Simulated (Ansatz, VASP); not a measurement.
Two plane-wave programs on InGa3P4

Contents of POSCAR:

```
InGa3P4
1.0
    5.4528329159      0.0000000000      0.0000000000
    0.0000000000      5.4528329159      0.0000000000
    0.0000000000      0.0000000000      5.4528329159
Ga P In
3 4 1
Direct
    0.5000000000      0.0000000000      0.0000000000
    0.0000000000      0.5000000000      0.0000000000
    0.0000000000      0.0000000000      0.5000000000
    0.7602244756      0.2397755244      0.2397755244
    0.2397755244      0.7602244756      0.2397755244
    0.2397755244      0.2397755244      0.7602244756
    0.7602244756      0.7602244756      0.7602244756
    0.5000000000      0.5000000000      0.5000000000
```

INCAR.step1

```
ALGO = Normal ; EDIFF = 1E-4
ENCUT = 520 ; GGA = PE
ISMEAR = 0 ; LASPH = T
LCHARG = F ; LREAL = F
LWAVE = T ; NBANDS = 46
NELM = 100 ; PREC = Accurate
SIGMA = 0.01
```

Contents of INCAR.step2:

```
ALGO = Normal ; EDIFF = 1E-6
ENCUT = 520 ; ISIF = 2
ISMEAR = 0 ; ISTART = 1
LASPH = T ; LCHARG = F
LMIXTAU = T ; LREAL = F
LWAVE = F ; METAGGA = R2SCAN
NBANDS = 46 ; NELM = 100
PREC = Accurate ; SIGMA = 0.01
```

The input KPOINTS:

```
k-points
0
Gamma
  4 4 4
```

Input for Ansatz:

```yaml
crystal:
  lattice:
    - [5.4528329159, 0.0, 0.0]
    - [0.0, 5.4528329159, 0.0]
    - [0.0, 0.0, 5.4528329159]
  atoms:
    - { symbol: Ga, position: [0.5, 0.0, 0.0] }
    - { symbol: P, position: [0.7602244756, 0.2397755244, 0.2397755244] }
    - { symbol: Ga, position: [0.0, 0.5, 0.0] }
    - { symbol: P, position: [0.2397755244, 0.7602244756, 0.2397755244] }
    - { symbol: Ga, position: [0.0, 0.0, 0.5] }
    - { symbol: P, position: [0.2397755244, 0.2397755244, 0.7602244756] }
    - { symbol: In, position: [0.5, 0.5, 0.5] }
    - { symbol: P, position: [0.7602244756, 0.7602244756, 0.7602244756] }
kpoints:
  mp_grid: { grid: [4, 4, 4] }
hamiltonian:
  xc: r2scan
scf:
  occupations: { method: fixed }
  n_extra_bands: 6
output:
  forces: true
  stress: true
  eigenvalues: true
```

Alike in both runs: task single point; functional r2SCAN; k mesh 4 × 4 × 4; no spin polarisation.

|  | VASP | Ansatz |
| --- | --- | --- |
| version | VASP 6.6.1 | Ansatz 0.2.0 |
| potentials or method | VASP PAW PBE potentials, release 64 (Ga_d, P, In_d) | plane waves, PAW |
| plane-wave cutoff (eV) | 520 | 500 |
| occupations | gaussian, width 0.01 eV | fixed |
| valence electrons in the cell | 72 | 72 |

|  | VASP | Ansatz | Ansatz less VASP |
| --- | --- | --- | --- |
| gap on the k mesh at the Fermi level (eV) | 1.77 | 1.77 | 0.000 |
| pressure (GPa) | 5.8 | 5.8 | +0.04 |
| rms of the force components (eV/Å) | 0.025 | 0.030 | +0.0051 |

VASP's potentials were made for PBE, not for r2SCAN.
